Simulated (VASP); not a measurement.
A run of VASP 6.6.1:

Contents of INCAR:

```
PREC = Accurate
ENCUT = 520
EDIFF = 1E-6
ISMEAR = -1
SIGMA = 0.01
LREAL = Auto
LASPH = True
NELM = 100
ALGO = Normal
ISIF = 2
LWAVE = False
LCHARG = False
GGA = PE
NBANDS = 166
NELECT = 288.0
```

The input KPOINTS:

```
regular mesh
0
Gamma
  4 4 2
```

The input POSCAR:

```
Ga16SiN15
1.0
    6.3600000000      0.0000000000      0.0000000000
   -3.1800000000      5.5079215680      0.0000000000
    0.0000000000      0.0000000000     10.3320000000
Ga Si N
16 1 15
Direct
    0.1666666667      0.3333333333     -0.0292999179
    0.1666666667      0.3333333333      0.4942837697
    0.1714695054      0.8357347527      0.0010860209
    0.1608527553      0.8304263777      0.5035001546
    0.6642652473      0.3285304946      0.0010860209
    0.6695736223      0.3391472447      0.5035001546
    0.6642652473      0.8357347527      0.0010860209
    0.6695736223      0.8304263777      0.5035001546
    0.3456061779      0.1543938221      0.2608127202
    0.3351986342      0.1648013658      0.7431946426
    0.3456061779      0.6912123558      0.2608127202
    0.3351986342      0.6703972684      0.7431946426
    0.8087876442      0.1543938221      0.2608127202
    0.8296027316      0.1648013658      0.7431946426
    0.8333333333      0.6666666667      0.2458434743
    0.8333333333      0.6666666667      0.7566466285
    0.1666666667      0.3333333333      0.1807223983
    0.1666666667      0.3333333333      0.6854565653
    0.1682838696      0.8341419348      0.1886981755
    0.1597037605      0.8298518803      0.6886090799
    0.6658580652      0.3317161304      0.1886981755
    0.6701481197      0.3402962395      0.6886090799
    0.6658580652      0.8341419348      0.1886981755
    0.6701481197      0.8298518803      0.6886090799
    0.3375586143      0.1624413857      0.4492649886
    0.3387476805      0.1612523195      0.9271555709
    0.3375586143      0.6751172286      0.4492649886
    0.3387476805      0.6774953610      0.9271555709
    0.8248827714      0.1624413857      0.4492649886
    0.8225046390      0.1612523195      0.9271555709
    0.8333333333      0.6666666667      0.4357922487
    0.8333333333      0.6666666667      0.9435907730
```

Potentials or basis: VASP PAW PBE potentials, release 64 (Ga_d, Si, N).

Command:

```bash
$ cat potpaw_PBE.64/Ga_d/POTCAR potpaw_PBE.64/Si/POTCAR potpaw_PBE.64/N/POTCAR > POTCAR
$ mpirun -np 1 vasp_std > vasp.out
```

Hardware: 1 thread of Intel(R) Xeon(R) 6975P-C (Granite Rapids), on a shared host.

Task: How long does it take, and how much memory?

Result: Run time: 17 min on 1 thread of Intel(R) Xeon(R) 6975P-C (Granite Rapids), on a shared host, peak memory 0.61 GiB. Counts: scf iterations 20, k points 8.
